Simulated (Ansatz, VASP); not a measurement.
# BeSe: VASP beside Ansatz

INCAR

```
  ALGO = Normal
  EDIFF = 1E-7
  EDIFFG = -0.002
  ENCUT = 600
  GGA = PS
  GGA_COMPAT = False
  IBRION = 2
  ISIF = 3
  ISMEAR = 0
  LASPH = True
  LCHARG = False
  LREAL = False
  LWAVE = False
  NELM = 120
  NELMIN = 4
  NSW = 100
  PREC = Accurate
  SIGMA = 0.02
```

Contents of KPOINTS:

```
k-points
0
Gamma
  10 10 10
```

File POSCAR:

```
BeSe
1.0
    0.0000000000      2.5643587674      2.5643587674
    2.5643587674      0.0000000000      2.5643587674
    2.5643587674      2.5643587674      0.0000000000
Be Se
1 1
Direct
    0.0000000000      0.0000000000      0.0000000000
    0.2500000000      0.2500000000      0.2500000000
```

Input for Ansatz:

```yaml
crystal:
  lattice:
    - [0.0, 2.5643587674, 2.5643587674]
    - [2.5643587674, 0.0, 2.5643587674]
    - [2.5643587674, 2.5643587674, 0.0]
  atoms:
    - { symbol: Be, position: [0.0, 0.0, 0.0] }
    - { symbol: Se, position: [0.25, 0.25, 0.25] }
basis:
  ecutwfc: 420
kpoints:
  mp_grid: { grid: [10, 10, 10] }
hamiltonian:
  xc: pbesol
  pseudopotentials: { kind: paw }
scf:
  occupations: { method: gaussian, width: 0.02 }
output:
  forces: true
  stress: true
  eigenvalues: true
relax:
  adjacent_minimum: "off"
  f_tol: 0.002
  max_steps: 80
  cell: { stress_tol: 0.02 }
```

Alike in both runs: task relaxation of cell and atoms; functional PBEsol; k mesh 10 × 10 × 10; occupations gaussian, width 0.02 eV; no spin polarisation.

|  | VASP | Ansatz |
| --- | --- | --- |
| version | VASP 6.6.1 | Ansatz 0.2.0 |
| potentials or method | VASP PAW PBE potentials, release 64 (Be, Se), cutoff 600 eV | scalar-relativistic, plane waves, PAW |
| valence electrons in the cell | 8 | 18 |

|  | VASP | Ansatz | Ansatz less VASP |
| --- | --- | --- | --- |
| gap on the k mesh at the Fermi level, each at its own relaxed structure (eV) | 2.46 | 2.47 | +0.006 |
| relaxed volume (Å³/atom) | 16.93 | 16.86 | -0.063 |
| relaxed cell length with the largest relative difference (Å) | 3.631 | 3.627 | -0.0045 |

VASP's potentials were made for PBE, not for PBEsol. VASP's potentials hold 8 valence electrons a cell and Ansatz's 18, so a difference there can come from the potentials and not from the codes.
